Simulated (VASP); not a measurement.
# KCl (P4_2/mmc) in VASP: a series of runs

The runs below take KCl through single point, with PBE.

Everything below comes from runs of VASP 6.6.1. Logs are shortened: lines on timing, memory, paths and dates and some standing lists are left out, and cuts for length are marked.

## (1) The cell of the first run

It takes space group P4_2/mmc (No. 131, tetragonal). The conventional cell has a = 5.413 Å, b = 5.413 Å, c = 7.656 Å, α = 90.00°, β = 90.00°, γ = 90.00°. K (site symmetry mmm) has 4 Cl at 3.31 Å within 4.4 Å. Within 4.4 Å of Cl (site symmetry -4m2) lie 4 K at 3.31 Å and 2 Cl at 3.83 Å.

## (2) Single point, PBE

Input file INCAR:

```
SYSTEM = KCl
ALGO = Normal
EDIFF = 1E-6
ENCUT = 520
GGA = PE
ISIF = 2
ISMEAR = 0
LASPH = .True.
LCHARG = .True.
LELF = .True.
LREAL = .False.
LVHAR = .True.
LWAVE = .False.
NBANDS = 24
NELM = 80
PREC = Accurate
SIGMA = 0.1
```

Input file KPOINTS:

```
k-points
0
Gamma
  4 4 2
  0 0 0
```

Input file POSCAR:

```
KCl
1.0
    5.4133723300      0.0000000000      0.0000000000
    0.0000000000      5.4133723300      0.0000000000
    0.0000000000      0.0000000000      7.6556645700
K Cl
2 2
Direct
    0.0000000000      0.5000000000      0.0000000000
    0.5000000000      0.0000000000      0.5000000000
    0.5000000000      0.5000000000      0.2500000000
    0.5000000000      0.5000000000      0.7500000000
```

Potentials or basis: VASP PAW PBE potentials, release 64 (K_sv, Cl).

The run is started by

```
> cat potpaw_PBE.64/K_sv/POTCAR potpaw_PBE.64/Cl/POTCAR > POTCAR
> mpirun -np 1 vasp_std > vasp.out
```

OUTCAR:

```text
SYSTEM = KCl
   EDIFF = 1E-6
   ENCUT = 520
   GGA = PE
   ISIF = 2
   ISMEAR = 0
   LASPH = .True.
   LREAL = .False.
   NELM = 80
   PREC = Accurate

 ion  position               nearest neighbor table
   1  0.000  0.500  0.000-
   2  0.500  0.000  0.500-
   3  0.500  0.500  0.250-
   4  0.500  0.500  0.750-

  LATTYP: Found a simple tetragonal cell.
 ALAT       =     5.4133723300
 C/A-ratio  =     1.4142135629

  Lattice vectors:

 A1 = (   5.4133723300,   0.0000000000,   0.0000000000)
 A2 = (   0.0000000000,   5.4133723300,   0.0000000000)
 A3 = (   0.0000000000,   0.0000000000,   7.6556645700)

Analysis of symmetry for initial positions (statically):
=====================================================================
 Subroutine PRICEL returns:
 Original cell was already a primitive cell.

 Routine SETGRP: Setting up the symmetry group for a
 simple tetragonal supercell.

 Subroutine GETGRP returns: Found 16 space group operations
 (whereof  8 operations were pure point group operations)
 out of a pool of 16 trial point group operations.

The static configuration has the point symmetry D_2h.
 The point group associated with its full space group is D_4h.

Analysis of symmetry for dynamics (positions and initial velocities):
=====================================================================
 Subroutine PRICEL returns:
 Original cell was already a primitive cell.

 Routine SETGRP: Setting up the symmetry group for a
 simple tetragonal supercell.

 Subroutine GETGRP returns: Found 16 space group operations
 (whereof  8 operations were pure point group operations)
 out of a pool of 16 trial point group operations.

The dynamic configuration has the point symmetry D_2h.
 The point group associated with its full space group is D_4h.

 Subroutine INISYM returns: Found 16 space group operations
 (whereof  8 operations are pure point group operations),
 and found     1 'primitive' translations

----------------------------------------------------------------------------------------

                                     Primitive cell

  volume of cell :     224.3462

  direct lattice vectors                    reciprocal lattice vectors
     5.413372330  0.000000000  0.000000000     0.184727733  0.000000000  0.000000000
     0.000000000  5.413372330  0.000000000     0.000000000  0.184727733  0.000000000
     0.000000000  0.000000000  7.655664570     0.000000000  0.000000000  0.130622233

  length of vectors
     5.413372330  5.413372330  7.655664570     0.184727733  0.184727733  0.130622233

  position of ions in fractional coordinates (direct lattice)
     0.000000000  0.500000000  0.000000000
     0.500000000  0.000000000  0.500000000
     0.500000000  0.500000000  0.250000000
     0.500000000  0.500000000  0.750000000

  ion indices of the primitive-cell ions
   primitive index   ion index
                 1           1
                 2           2
                 3           3
                 4           4

----------------------------------------------------------------------------------------

 KPOINTS: k-points

Automatic generation of k-mesh.
 Grid dimensions read from file:
 generate k-points for:    4    4    2

 Generating k-lattice:

  Cartesian coordinates                     Fractional coordinates (reciprocal lattice)
     0.046181933  0.000000000  0.000000000     0.250000000  0.000000000  0.000000000
     0.000000000  0.046181933  0.000000000     0.000000000  0.250000000  0.000000000
     0.000000000  0.000000000  0.065311116     0.000000000  0.000000000  0.500000000

  Length of vectors
     0.046181933  0.046181933  0.065311116

  Shift w.r.t. Gamma in fractional coordinates (k-lattice)
     0.000000000  0.000000000  0.000000000

 Subroutine IBZKPT returns following result:
 ===========================================

 Found     12 irreducible k-points:

 Following reciprocal coordinates:
            Coordinates               Weight
  0.000000  0.000000  0.000000      1.000000
  0.250000  0.000000  0.000000      4.000000
  0.500000  0.000000  0.000000      2.000000
  0.250000  0.250000  0.000000      4.000000
  0.500000  0.250000  0.000000      4.000000
  0.500000  0.500000  0.000000      1.000000
  0.000000  0.000000  0.500000      1.000000
  0.250000  0.000000  0.500000      4.000000
  0.500000  0.000000  0.500000      2.000000
  0.250000  0.250000  0.500000      4.000000
  0.500000  0.250000  0.500000      4.000000
  0.500000  0.500000  0.500000      1.000000
   k-points           NKPTS =     12   k-points in BZ     NKDIM =     12   number of bands    NBANDS=     24
   number of dos      NEDOS =    301   number of ions     NIONS =      4
   total plane-waves  NPLWV =  96000
   dimension x,y,z NGX =    40 NGY =   40 NGZ =   60
   dimension x,y,z NGXF=    80 NGYF=   80 NGZF=  120
   ions per type =               2   2
   NGX,Y,Z   is equivalent  to a cutoff of  12.28, 12.28, 13.03 a.u.
   NGXF,Y,Z  is equivalent  to a cutoff of  24.57, 24.57, 26.06 a.u.
 SYSTEM =  KCl
   PREC   = accura    normal or accurate (medium, high low for compatibility)
   ISTART =      0    job   : 0-new  1-cont  2-samecut
   ICHARG =      2    charge: 1-file 2-atom 10-const
   ISPIN  =      1    spin polarized calculation?
   LNONCOLLINEAR =      F non collinear calculations
   LSORBIT =      F    spin-orbit coupling
   LASPH  =      T    aspherical Exc in radial PAW
   ENCUT  =  520.0 eV  38.22 Ry    6.18 a.u.  10.07 10.07 14.23*2*pi/ulx,y,z
   NELM   =     80;   NELMIN=  2; NELMDL= -5     # of ELM steps
   EDIFF  = 0.1E-05   stopping-criterion for ELM
   LREAL  =      F    real-space projection
   EDIFFG = 0.1E-04   stopping-criterion for IOM
   NSW    =      0    number of steps for IOM
   IBRION =     -1    ionic relax: 0-MD 1-quasi-New 2-CG
   NFREE  =      0    steps in history (QN), initial steepest desc. (CG)
   ISIF   =      2    stress and relaxation
   ISYM   =      2    0-nonsym 1-usesym 2-fastsym
   POTIM  = 0.5000    time-step for ionic-motion
   TEBEG  =    0.0;   TEEND  =   0.0 temperature during run
   PSTRESS=    0.0 pullay stress
   NELECT =      32.0000    total number of electrons
   NUPDOWN=      -1.0000    fix difference up-down
   EMIN   =  10.00;   EMAX   =-10.00  energy-range for DOS
   EFERMI =   0.00;   METHOD = LEGACY
   ISMEAR =     0;   SIGMA  =   0.10  broadening in eV -4-tet -1-fermi 0-gaus
   EFERMI_NEDOS =   21; number of points for ismear=-14 and -15
   IALGO  =     38    algorithm
   IMIX   =      4    mixing-type and parameters
     AMIX     =   0.40;   BMIX     =  1.00
     AMIX_MAG =   1.60;   BMIX_MAG =  1.00
  volume/ion in A,a.u.               =      56.09       378.49
  Fermi-wavevector in a.u.,A,eV,Ry     =   0.855366  1.616407  9.954713  0.731651
  Thomas-Fermi vector in A             =   1.972104
   LORBIT       =      0    0 simple, 1 ext, 2 COOP (PROOUT), +10 PAW based schemes
   GGA     = PE    functional components
   LHFCALC =     F    Hartree Fock is set to
   AEXX    =    0.0000 exact exchange contribution
   IVDW    =     0    specifies the selected vdW correction
   LEPSILON=     F    determine dielectric tensor
   LRPA    =     F    only Hartree local field effects (RPA)
 non-spin polarized calculation
 Gauss-broadening in eV      SIGMA  =   0.10
  energy-cutoff  :      520.00
  volume of cell :      224.35
 maximum number of plane-waves:      6084
   NGX = 21   NGY = 21   NGZ = 29

 number of electron      32.0000009 magnetization

 Free energy of the ion-electron system (eV)
  ---------------------------------------------------
  ext. energy  EPLUGINS =         0.00000000
  ---------------------------------------------------
  free energy    TOTEN  =       -12.51115744 eV

  energy without entropy =      -12.51115744  energy(sigma->0) =      -12.51115744

 E-fermi :  -2.0045     XC(G=0):  -5.2709

 val. band max:       -2.5626690735   @ k =   0.0000   0.0000   0.0000
 cond. band min:       0.3320342412   @ k =   0.0000   0.0000   0.0000
 fundamental gap:      2.8947033147
 Fermi energy:        -2.0045099680

 k-point     1 :       0.0000    0.0000    0.0000
  band No.  band energies     occupation
      1     -31.7361      2.00000
      2     -31.7353      2.00000
      3     -15.3837      2.00000
      4     -15.3278      2.00000
      5     -15.3278      2.00000
      6     -15.1952      2.00000
[... 16 lines left out ...]
     23       5.1880      0.00000
     24       5.4335      0.00000

 k-point     2 :       0.2500    0.0000    0.0000
  band No.  band energies     occupation
      1     -31.7359      2.00000
      2     -31.7354      2.00000
      3     -15.3484      2.00000
      4     -15.3310      2.00000
      5     -15.3274      2.00000
      6     -15.2663      2.00000
[... 16 lines left out ...]
     23       5.1304      0.00000
     24       5.2045      0.00000

 k-point     3 :       0.5000    0.0000    0.0000
  band No.  band energies     occupation
      1     -31.7356      2.00000
      2     -31.7355      2.00000
      3     -15.3502      2.00000
      4     -15.3342      2.00000
      5     -15.3270      2.00000
      6     -15.3060      2.00000
[... 16 lines left out ...]
     23       4.9926      0.00000
     24       5.0312      0.00000

 k-point     4 :       0.2500    0.2500    0.0000
  band No.  band energies     occupation
      1     -31.7357      2.00000
      2     -31.7353      2.00000
      3     -15.3484      2.00000
      4     -15.3323      2.00000
      5     -15.3288      2.00000
      6     -15.3095      2.00000
[... 16 lines left out ...]
     23       4.8193      0.00000
     24       5.4644      0.00000

 k-point     5 :       0.5000    0.2500    0.0000
  band No.  band energies     occupation
      1     -31.7355      2.00000
      2     -31.7354      2.00000
      3     -15.4115      2.00000
      4     -15.3351      2.00000
      5     -15.3288      2.00000
      6     -15.2610      2.00000
[... 16 lines left out ...]
     23       4.9561      0.00000
     24       5.5576      0.00000

 k-point     6 :       0.5000    0.5000    0.0000
  band No.  band energies     occupation
      1     -31.7353      2.00000
      2     -31.7353      2.00000
      3     -15.4636      2.00000
      4     -15.3370      2.00000
      5     -15.3298      2.00000
      6     -15.2027      2.00000
[... 16 lines left out ...]
     23       4.6909      0.00000
     24       5.1858      0.00000

 k-point     7 :       0.0000    0.0000    0.5000
  band No.  band energies     occupation
      1     -31.7357      2.00000
      2     -31.7357      2.00000
      3     -15.3277      2.00000
      4     -15.3277      2.00000
      5     -15.3209      2.00000
      6     -15.3209      2.00000
[... 16 lines left out ...]
     23       5.4621      0.00000
     24       5.4671      0.00000

 k-point     8 :       0.2500    0.0000    0.5000
  band No.  band energies     occupation
      1     -31.7356      2.00000
      2     -31.7356      2.00000
      3     -15.3703      2.00000
      4     -15.3312      2.00000
      5     -15.3273      2.00000
      6     -15.2713      2.00000
[... 16 lines left out ...]
     23       5.3524      0.00000
     24       5.3610      0.00000

 k-point     9 :       0.5000    0.0000    0.5000
  band No.  band energies     occupation
      1     -31.7356      2.00000
      2     -31.7355      2.00000
      3     -15.4192      2.00000
      4     -15.3345      2.00000
      5     -15.3270      2.00000
      6     -15.2030      2.00000
[... 16 lines left out ...]
     23       5.2520      0.00000
     24       5.2764      0.00000

 k-point    10 :       0.2500    0.2500    0.5000
  band No.  band energies     occupation
      1     -31.7355      2.00000
      2     -31.7355      2.00000
      3     -15.3313      2.00000
      4     -15.3313      2.00000
      5     -15.3232      2.00000
      6     -15.3232      2.00000
[... 16 lines left out ...]
     23       5.0867      0.00000
     24       5.0867      0.00000

 k-point    11 :       0.5000    0.2500    0.5000
  band No.  band energies     occupation
      1     -31.7355      2.00000
      2     -31.7354      2.00000
      3     -15.3796      2.00000
      4     -15.3339      2.00000
      5     -15.3302      2.00000
      6     -15.2434      2.00000
[... 16 lines left out ...]
     23       5.0860      0.00000
     24       5.3816      0.00000

 k-point    12 :       0.5000    0.5000    0.5000
  band No.  band energies     occupation
      1     -31.7353      2.00000
      2     -31.7353      2.00000
      3     -15.3334      2.00000
      4     -15.3334      2.00000
      5     -15.3258      2.00000
      6     -15.3258      2.00000
[... 16 lines left out ...]
     23       5.3961      0.00000
     24       5.3963      0.00000

------------------------ aborting loop because EDIFF is reached ----------------------------------------

  FORCE on cell =-STRESS in cart. coord.  units (eV):
  Direction    XX          YY          ZZ          XY          YZ          ZX
  --------------------------------------------------------------------------------------
  -------------------------------------------------------------------------------------
  Total       -2.7882353     -2.7882353     -0.0209906      0.0000000      0.0000000      0.0000000
  in kB      -19.9122948    -19.9122948     -0.1499054      0.0000000      0.0000000      0.0000000
  external PRESSURE =     -13.3248317 kB  Pullay stress =       0.0000000 kB

 VOLUME and BASIS-vectors are now :
 -----------------------------------------------------------------------------
  energy-cutoff  :      520.00
  volume of cell :      224.35
      direct lattice vectors                 reciprocal lattice vectors
     5.413372330  0.000000000  0.000000000     0.184727733  0.000000000  0.000000000
     0.000000000  5.413372330  0.000000000     0.000000000  0.184727733  0.000000000
     0.000000000  0.000000000  7.655664570     0.000000000  0.000000000  0.130622233

 POSITION                                       TOTAL-FORCE (eV/Angst)
 -----------------------------------------------------------------------------------
      0.00000      2.70669      0.00000        -0.000000     -0.000000      0.000000
      2.70669      0.00000      3.82783        -0.000000     -0.000000      0.000000
      2.70669      2.70669      1.91392         0.000000     -0.000000     -0.000000
      2.70669      2.70669      5.74175        -0.000000      0.000000      0.000000
 -----------------------------------------------------------------------------------
    total drift:                                0.000000      0.000000     -0.000000

  FREE ENERGIE OF THE ION-ELECTRON SYSTEM (eV)
  ---------------------------------------------------
  free  energy   TOTEN  =       -12.5111574371 eV

  energy  without entropy=      -12.5111574371  energy(sigma->0) =      -12.51115744
```

Run time: 42 s. Hardware: 1 thread of Intel Xeon Platinum 8488C (Sapphire Rapids), shared host; peak memory 0.28 GiB.

What came out:

```yaml
Free_energy: -12.5112 eV
Pressure: -1.3 GPa
Band_gap_on_the_k_mesh: 2.89 eV, direct
```

Stress tensor (GPa, compression positive):
```
-1.99  0.00  0.00
 0.00 -1.99  0.00
 0.00  0.00 -0.01
```

## (3) Single point, PBE

This run uses another cell than the first one, of 42.68 Å³/atom, 0.761 times its volume.

Input file INCAR:

```
PREC = Accurate ; ENCUT = 520
EDIFF = 1E-7 ; ISMEAR = 0
SIGMA = 0.02 ; LREAL = F
LASPH = T ; NELM = 80
ALGO = Normal ; ISIF = 2
LWAVE = F ; LCHARG = T
GGA = PE ; LELF = T
LVHAR = T ; NBANDS = 24
```

Input file KPOINTS:

```
Automatic mesh
0
Gamma
  4 4 4
```

Input file POSCAR:

```
KCl
1.0
    4.5430691826      0.0000000000      0.0000000000
    0.0000000000      4.5430691826      0.0000000000
    0.0000000000      0.0000000000      8.2717977620
K Cl
2 2
Direct
    0.0000000000      0.5000000000      0.0000000000
    0.5000000000      0.0000000000      0.5000000000
    0.5000000000      0.5000000000      0.2500000000
    0.5000000000      0.5000000000      0.7500000000
```

Potentials or basis: VASP PAW PBE potentials, release 64 (K_sv, Cl).

The run is started by

```
> cat potpaw_PBE.64/K_sv/POTCAR potpaw_PBE.64/Cl/POTCAR > POTCAR
> mpirun -np 1 vasp_std > vasp.out
```

OUTCAR:

```text
PREC = Accurate
   ENCUT = 520
   EDIFF = 1E-7
   ISMEAR = 0
   LREAL = F
   LASPH = T
   NELM = 80
   ISIF = 2
   GGA = PE

 ion  position               nearest neighbor table
   1  0.000  0.500  0.000-   3 3.07   4 3.07   3 3.07   4 3.07
   2  0.500  0.000  0.500-   3 3.07   4 3.07   3 3.07   4 3.07
   3  0.500  0.500  0.250-   1 3.07   2 3.07   2 3.07   1 3.07
   4  0.500  0.500  0.750-   1 3.07   2 3.07   2 3.07   1 3.07

  LATTYP: Found a simple tetragonal cell.
[... 679 lines left out ...]
  Direction    XX          YY          ZZ          XY          YZ          ZX
  --------------------------------------------------------------------------------------
  -------------------------------------------------------------------------------------
  Total        0.0144708      0.0144708      0.0527805      0.0000000      0.0000000      0.0000000
  in kB        0.1358014      0.1358014      0.4953196      0.0000000      0.0000000      0.0000000
  external PRESSURE =       0.2556408 kB  Pullay stress =       0.0000000 kB

 VOLUME and BASIS-vectors are now :
 -----------------------------------------------------------------------------
  energy-cutoff  :      520.00
  volume of cell :      170.73
      direct lattice vectors                 reciprocal lattice vectors
     4.543069183  0.000000000  0.000000000     0.220115512  0.000000000  0.000000000
     0.000000000  4.543069183  0.000000000     0.000000000  0.220115512  0.000000000
     0.000000000  0.000000000  8.271797762     0.000000000  0.000000000  0.120892704

 POSITION                                       TOTAL-FORCE (eV/Angst)
 -----------------------------------------------------------------------------------
      0.00000      2.27153      0.00000         0.000000      0.000000     -0.000000
      2.27153      0.00000      4.13590         0.000000      0.000000     -0.000000
      2.27153      2.27153      2.06795         0.000000      0.000000     -0.000000
      2.27153      2.27153      6.20385         0.000000      0.000000      0.000000
 -----------------------------------------------------------------------------------
    total drift:                                0.000000      0.000000      0.000000

  FREE ENERGIE OF THE ION-ELECTRON SYSTEM (eV)
  ---------------------------------------------------
  free  energy   TOTEN  =       -12.9941934552 eV

  energy  without entropy=      -12.9941934552  energy(sigma->0) =      -12.99419346
```

Run time: 57 s. Hardware: 1 thread of Intel Xeon Platinum 8488C (Sapphire Rapids), shared host; peak memory 0.28 GiB.

Results:

| Item | Value |
| --- | --- |
| Free energy | -12.9942 eV |
| Pressure | 0.0 GPa |
| Band gap on the k mesh | 4.01 eV, direct |

[end of part 1 of 2]
